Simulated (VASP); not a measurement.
# Au in VASP: single point with PBE

Aim: the single point of Au with PBE.

Program: VASP 6.6.1. These are calculated values, not measurements. Logs are shortened: lines on timing, memory, paths and dates and some standing lists are left out, and cuts for length are marked.

## Step 1: The cell of the first run

The cell holds a wire or tube with vacuum around it, 22 atoms: a = 19.400 Å, b = 17.600 Å, c = 2.766 Å, α = 90.00°, β = 90.00°, γ = 90.00°.

## Step 2: Single point, PBE

INCAR

```
SYSTEM = Au
  ALGO = Normal
  EDIFF = 1E-7
  ENCUT = 520
  GGA = PE
  ISIF = 2
  ISMEAR = 0
  LASPH = .True.
  LCHARG = .False.
  LREAL = Auto
  LWAVE = .False.
  NBANDS = 138
  NELM = 60
  PREC = Accurate
  SIGMA = 0.05
```

KPOINTS

```
k-points
0
Gamma
  1 1 13
  0 0 0
```

POSCAR

```
Au
1.0
   19.4000000000      0.0000000000      0.0000000000
    0.0000000000     17.6000000000      0.0000000000
    0.0000000000      0.0000000000      2.7658342949
Au
22
Direct
    0.3184367413      0.2535225172      0.0000000000
    0.3044243710      0.5000000000      0.0000000000
    0.3184367413      0.7464774828      0.0000000000
    0.5625954100      0.2058087437      0.0000000000
    0.5672154205      0.5000000000      0.0000000000
    0.5625954100      0.7941912563      0.0000000000
    0.8267064347      0.5000000000      0.0000000000
    0.2439733358      0.3626451848      0.5000000000
    0.2439733358      0.6373548152      0.5000000000
    0.5664790702      0.3578322555      0.5000000000
    0.5664790702      0.6421677445      0.5000000000
    0.1732935653      0.5000000000      0.5000000000
    0.4374045900      0.2058087437      0.5000000000
    0.4327845795      0.5000000000      0.5000000000
    0.4374045900      0.7941912563      0.5000000000
    0.6815632587      0.2535225172      0.5000000000
    0.6955756290      0.5000000000      0.5000000000
    0.6815632587      0.7464774828      0.5000000000
    0.4335209298      0.3578322555      0.0000000000
    0.4335209298      0.6421677445      0.0000000000
    0.7560266642      0.3626451848      0.0000000000
    0.7560266642      0.6373548152      0.0000000000
```

Potentials or basis: VASP PAW PBE potentials, release 64 (Au).

Started as:

```
$ cat potpaw_PBE.64/Au/POTCAR > POTCAR
$ mpirun -np 1 vasp_std > vasp.out
```

OUTCAR:

```text
SYSTEM = Au
   EDIFF = 1E-7
   ENCUT = 520
   GGA = PE
   ISIF = 2
   ISMEAR = 0
   LASPH = .True.
   LREAL = Auto
   NELM = 60
   PREC = Accurate

 ion  position               nearest neighbor table
   1  0.318  0.254  0.000-   8 2.77   8 2.77  13 2.82  13 2.82  19 2.89
   2  0.304  0.500  0.000-  14 2.85  14 2.85  12 2.90  12 2.90   8 3.02   9 3.02   8 3.02   9 3.02
                            19 3.54  20 3.54
   3  0.318  0.746  0.000-   9 2.77   9 2.77  15 2.82  15 2.82  20 2.89
   4  0.563  0.206  0.000-  13 2.79  13 2.79  16 2.82  16 2.82  10 3.01  10 3.01
   5  0.567  0.500  0.000-  17 2.85  17 2.85  10 2.86  10 2.86  11 2.86  11 2.86  14 2.95  14 2.95
                            19 3.60  20 3.60
   6  0.563  0.794  0.000-  15 2.79  15 2.79  18 2.82  18 2.82  11 3.01  11 3.01
   7  0.827  0.500  0.000-  21 2.78  22 2.78  17 2.90  17 2.90
   8  0.244  0.363  0.500-   1 2.77   1 2.77  12 2.78   2 3.02   2 3.02
   9  0.244  0.637  0.500-   3 2.77   3 2.77  12 2.78   2 3.02   2 3.02
  10  0.566  0.358  0.500-   5 2.86   5 2.86  16 2.89  19 2.93  19 2.93   4 3.01   4 3.01  17 3.54
                            14 3.60
  11  0.566  0.642  0.500-   5 2.86   5 2.86  18 2.89  20 2.93  20 2.93   6 3.01   6 3.01  17 3.54
                            14 3.60
  12  0.173  0.500  0.500-   8 2.78   9 2.78   2 2.90   2 2.90
  13  0.437  0.206  0.500-   4 2.79   4 2.79   1 2.82   1 2.82  19 3.01  19 3.01
  14  0.433  0.500  0.500-   2 2.85   2 2.85  20 2.86  19 2.86  19 2.86  20 2.86   5 2.95   5 2.95
                            10 3.60  11 3.60
  15  0.437  0.794  0.500-   6 2.79   6 2.79   3 2.82   3 2.82  20 3.01  20 3.01
  16  0.682  0.254  0.500-  21 2.77  21 2.77   4 2.82   4 2.82  10 2.89
  17  0.696  0.500  0.500-   5 2.85   5 2.85   7 2.90   7 2.90  21 3.02  22 3.02  21 3.02  22 3.02
                            10 3.54  11 3.54
  18  0.682  0.746  0.500-  22 2.77  22 2.77   6 2.82   6 2.82  11 2.89
  19  0.434  0.358  0.000-  14 2.86  14 2.86   1 2.89  10 2.93  10 2.93  13 3.01  13 3.01   2 3.54
                             5 3.60
  20  0.434  0.642  0.000-  14 2.86  14 2.86   3 2.89  11 2.93  11 2.93  15 3.01  15 3.01   2 3.54
                             5 3.60
  21  0.756  0.363  0.000-  16 2.77  16 2.77   7 2.78  17 3.02  17 3.02
  22  0.756  0.637  0.000-  18 2.77  18 2.77   7 2.78  17 3.02  17 3.02

  LATTYP: Found a simple orthorhombic cell.
 ALAT       =     2.7658342949
 B/A-ratio  =     6.3633602463
 C/A-ratio  =     7.0141584533

  Lattice vectors:

 A1 = (   0.0000000000,   0.0000000000,  -2.7658342949)
 A2 = (   0.0000000000,  17.6000000000,   0.0000000000)
 A3 = (  19.4000000000,   0.0000000000,   0.0000000000)

Analysis of symmetry for initial positions (statically):
=====================================================================
 Subroutine PRICEL returns:
 Original cell was already a primitive cell.

 Routine SETGRP: Setting up the symmetry group for a
 simple orthorhombic supercell.

 Subroutine GETGRP returns: Found  8 space group operations
 (whereof  4 operations were pure point group operations)
 out of a pool of  8 trial point group operations.

The static configuration has the point symmetry C_2v.
 The point group associated with its full space group is D_2h.

Analysis of symmetry for dynamics (positions and initial velocities):
=====================================================================
 Subroutine PRICEL returns:
 Original cell was already a primitive cell.

 Routine SETGRP: Setting up the symmetry group for a
 simple orthorhombic supercell.

 Subroutine GETGRP returns: Found  8 space group operations
 (whereof  4 operations were pure point group operations)
 out of a pool of  8 trial point group operations.

The dynamic configuration has the point symmetry C_2v.
 The point group associated with its full space group is D_2h.

 Subroutine INISYM returns: Found  8 space group operations
 (whereof  4 operations are pure point group operations),
 and found     1 'primitive' translations

----------------------------------------------------------------------------------------

                                     Primitive cell

  volume of cell :     944.3665

  direct lattice vectors                    reciprocal lattice vectors
    19.400000000  0.000000000  0.000000000     0.051546392  0.000000000  0.000000000
     0.000000000 17.600000000  0.000000000     0.000000000  0.056818182  0.000000000
     0.000000000  0.000000000  2.765834295     0.000000000  0.000000000  0.361554559

  length of vectors
    19.400000000 17.600000000  2.765834295     0.051546392  0.056818182  0.361554559

  position of ions in fractional coordinates (direct lattice)
     0.318436741  0.253522517  0.000000000
     0.304424371  0.500000000  0.000000000
     0.318436741  0.746477483  0.000000000
     0.562595410  0.205808744  0.000000000
     0.567215420  0.500000000  0.000000000
     0.562595410  0.794191256  0.000000000
[... 14 lines left out ...]
     0.756026664  0.362645185  0.000000000
     0.756026664  0.637354815  0.000000000

  ion indices of the primitive-cell ions
   primitive index   ion index
                 1           1
                 2           2
                 3           3
                 4           4
                 5           5
                 6           6
[... 14 lines left out ...]
                21          21
                22          22

----------------------------------------------------------------------------------------

 KPOINTS: k-points

Automatic generation of k-mesh.
 Grid dimensions read from file:
 generate k-points for:    1    1   13

 Generating k-lattice:

  Cartesian coordinates                     Fractional coordinates (reciprocal lattice)
     0.051546392  0.000000000  0.000000000     1.000000000  0.000000000  0.000000000
     0.000000000  0.056818182  0.000000000     0.000000000  1.000000000  0.000000000
     0.000000000  0.000000000  0.027811889     0.000000000  0.000000000  0.076923077

  Length of vectors
     0.051546392  0.056818182  0.027811889

  Shift w.r.t. Gamma in fractional coordinates (k-lattice)
     0.000000000  0.000000000  0.000000000

 Subroutine IBZKPT returns following result:
 ===========================================

 Found      7 irreducible k-points:

 Following reciprocal coordinates:
            Coordinates               Weight
  0.000000  0.000000  0.000000      1.000000
  0.000000  0.000000  0.076923      2.000000
  0.000000  0.000000  0.153846      2.000000
  0.000000  0.000000  0.230769      2.000000
  0.000000  0.000000  0.307692      2.000000
  0.000000  0.000000  0.384615      2.000000
  0.000000  0.000000  0.461538      2.000000
   k-points           NKPTS =      7   k-points in BZ     NKDIM =      7   number of bands    NBANDS=    138
   number of dos      NEDOS =    301   number of ions     NIONS =     22
   total plane-waves  NPLWV = 483840
   dimension x,y,z NGX =   144 NGY =  140 NGZ =   24
   dimension x,y,z NGXF=   288 NGYF=  280 NGZF=   48
   ions per type =              22
   NGX,Y,Z   is equivalent  to a cutoff of  12.34, 13.22, 14.43 a.u.
   NGXF,Y,Z  is equivalent  to a cutoff of  24.68, 26.45, 28.85 a.u.
 SYSTEM =  Au
   PREC   = accura    normal or accurate (medium, high low for compatibility)
   ISTART =      0    job   : 0-new  1-cont  2-samecut
   ICHARG =      2    charge: 1-file 2-atom 10-const
   ISPIN  =      1    spin polarized calculation?
   LNONCOLLINEAR =      F non collinear calculations
   LSORBIT =      F    spin-orbit coupling
   LASPH  =      T    aspherical Exc in radial PAW
   ENCUT  =  520.0 eV  38.22 Ry    6.18 a.u.  36.07 32.72  5.14*2*pi/ulx,y,z
   NELM   =     60;   NELMIN=  2; NELMDL= -5     # of ELM steps
   EDIFF  = 0.1E-06   stopping-criterion for ELM
   LREAL  =      T    real-space projection
   EDIFFG = 0.1E-05   stopping-criterion for IOM
   NSW    =      0    number of steps for IOM
   IBRION =     -1    ionic relax: 0-MD 1-quasi-New 2-CG
   NFREE  =      0    steps in history (QN), initial steepest desc. (CG)
   ISIF   =      2    stress and relaxation
   ISYM   =      2    0-nonsym 1-usesym 2-fastsym
   POTIM  = 0.5000    time-step for ionic-motion
   TEBEG  =    0.0;   TEEND  =   0.0 temperature during run
   PSTRESS=    0.0 pullay stress
   NELECT =     242.0000    total number of electrons
   NUPDOWN=      -1.0000    fix difference up-down
   EMIN   =  10.00;   EMAX   =-10.00  energy-range for DOS
   EFERMI =   0.00;   METHOD = LEGACY
   ISMEAR =     0;   SIGMA  =   0.05  broadening in eV -4-tet -1-fermi 0-gaus
   EFERMI_NEDOS =   21; number of points for ismear=-14 and -15
   IALGO  =     38    algorithm
   IMIX   =      4    mixing-type and parameters
     AMIX     =   0.40;   BMIX     =  1.00
     AMIX_MAG =   1.60;   BMIX_MAG =  1.00
  volume/ion in A,a.u.               =      42.93       289.68
  Fermi-wavevector in a.u.,A,eV,Ry     =   1.039840  1.965012 14.711528  1.081267
  Thomas-Fermi vector in A             =   2.174388
   LORBIT       =      0    0 simple, 1 ext, 2 COOP (PROOUT), +10 PAW based schemes
   GGA     = PE    functional components
   LHFCALC =     F    Hartree Fock is set to
   AEXX    =    0.0000 exact exchange contribution
   IVDW    =     0    specifies the selected vdW correction
   LEPSILON=     F    determine dielectric tensor
   LRPA    =     F    only Hartree local field effects (RPA)
 non-spin polarized calculation
 Gauss-broadening in eV      SIGMA  =   0.05
  energy-cutoff  :      520.00
  volume of cell :      944.37
 maximum number of plane-waves:     25532
   NGX = 73   NGY = 65   NGZ = 11

 number of electron     242.0000006 magnetization

 Free energy of the ion-electron system (eV)
  ---------------------------------------------------
  ext. energy  EPLUGINS =         0.00000000
  ---------------------------------------------------
  free energy    TOTEN  =       -64.57965884 eV

  energy without entropy =      -64.56989178  energy(sigma->0) =      -64.57477531

 E-fermi :   0.4952     XC(G=0):  -6.2558

 val. band max:        0.4861769640   @ k =   0.0000   0.0000   0.1538
 cond. band min:       0.5083124359   @ k =   0.0000   0.0000   0.1538
 fundamental gap:      0.0221354719
 Fermi energy:         0.4951974082

 k-point     1 :       0.0000    0.0000    0.0000
  band No.  band energies     occupation
      1      -7.9923      2.00000
      2      -7.2740      2.00000
      3      -7.2496      2.00000
      4      -6.9008      2.00000
      5      -6.7488      2.00000
      6      -6.4987      2.00000
[... 125 lines left out ...]
    132       1.4163      0.00000
    133       1.7830      0.00000

 k-point     2 :       0.0000    0.0000    0.0769
  band No.  band energies     occupation
      1      -7.8330      2.00000
      2      -7.1159      2.00000
      3      -7.0918      2.00000
      4      -6.7376      2.00000
      5      -6.5882      2.00000
      6      -6.3391      2.00000
[... 805 lines left out ...]
    132       4.2507      0.00000
    133       4.3548      0.00000
 [bands above 133 left out]

------------------------ aborting loop because EDIFF is reached ----------------------------------------

  FORCE on cell =-STRESS in cart. coord.  units (eV):
  Direction    XX          YY          ZZ          XY          YZ          ZX
  --------------------------------------------------------------------------------------
  -------------------------------------------------------------------------------------
  Total       -0.6877591     -0.6374301     -0.6873917      0.0000000      0.0000000      0.0000000
  in kB       -1.1668268     -1.0814403     -1.1662034      0.0000000      0.0000000      0.0000000
  external PRESSURE =      -1.1381568 kB  Pullay stress =       0.0000000 kB

 VOLUME and BASIS-vectors are now :
 -----------------------------------------------------------------------------
  energy-cutoff  :      520.00
  volume of cell :      944.37
      direct lattice vectors                 reciprocal lattice vectors
    19.400000000  0.000000000  0.000000000     0.051546392  0.000000000  0.000000000
     0.000000000 17.600000000  0.000000000     0.000000000  0.056818182  0.000000000
     0.000000000  0.000000000  2.765834295     0.000000000  0.000000000  0.361554559

 POSITION                                       TOTAL-FORCE (eV/Angst)
 -----------------------------------------------------------------------------------
      6.17767      4.46200      0.00000         0.002412      0.004218     -0.000000
      5.90583      8.80000      0.00000        -0.002820      0.000000     -0.000000
      6.17767     13.13800      0.00000         0.002412     -0.004218     -0.000000
     10.91435      3.62223      0.00000        -0.001313      0.005744     -0.000000
     11.00398      8.80000      0.00000         0.000759      0.000000     -0.000000
     10.91435     13.97777      0.00000        -0.001313     -0.005744      0.000000
[... 14 lines left out ...]
     14.66692      6.38256      0.00000        -0.003944      0.001866     -0.000000
     14.66692     11.21744      0.00000        -0.003944     -0.001866     -0.000000
 -----------------------------------------------------------------------------------
    total drift:                                0.000000     -0.000000      0.000000

  FREE ENERGIE OF THE ION-ELECTRON SYSTEM (eV)
  ---------------------------------------------------
  free  energy   TOTEN  =       -64.5796588363 eV

  energy  without entropy=      -64.5698917806  energy(sigma->0) =      -64.57477531
```

It took 27 min on 1 thread of AMD EPYC 9R45 (Zen 5), shared host; peak memory 1.1 GiB.

Results:

```yaml
Free_energy: -64.5797 eV
Largest_force: 0.009 eV/Å
Band_gap_on_the_k_mesh: zero (bands 121 and 122 overlap by 3.23 eV)
```

Forces on the atoms (eV/Å):
```
Au   0.002  0.004  0.000
Au  -0.003  0.000  0.000
Au   0.002 -0.004  0.000
Au  -0.001  0.006  0.000
Au   0.001  0.000  0.000
Au  -0.001 -0.006  0.000
Au  -0.009  0.000  0.000
Au   0.004  0.002  0.000
Au   0.004 -0.002  0.000
Au  -0.007  0.003  0.000
Au  -0.007 -0.003  0.000
Au   0.009  0.000  0.000
Au   0.001  0.006  0.000
Au  -0.001  0.000  0.000
Au   0.001 -0.006  0.000
Au  -0.002  0.004  0.000
Au   0.003  0.000  0.000
Au  -0.002 -0.004  0.000
Au   0.007  0.003  0.000
Au   0.007 -0.003  0.000
Au  -0.004  0.002  0.000
Au  -0.004 -0.002  0.000
```

Levels at points of the mesh, in eV from the Fermi level:
| k point | band 118 | band 119 | band 120 | band 121 | band 122 | band 123 | band 124 | band 125 | band 126 | band 127 |
| --- | --- | --- | --- | --- | --- | --- | --- | --- | --- | --- |
| (0.00, 0.00, 0.00) | -1.59 | -1.47 | -1.38 | -1.25 | -1.19 | -1.18 | -1.16 | -1.04 | -0.63 | -0.38 |

Caveat: spin-orbit coupling is left out, which moves the levels of the heavy elements.

The gap in the log of VASP goes by the Fermi energy; the results here count the filled bands.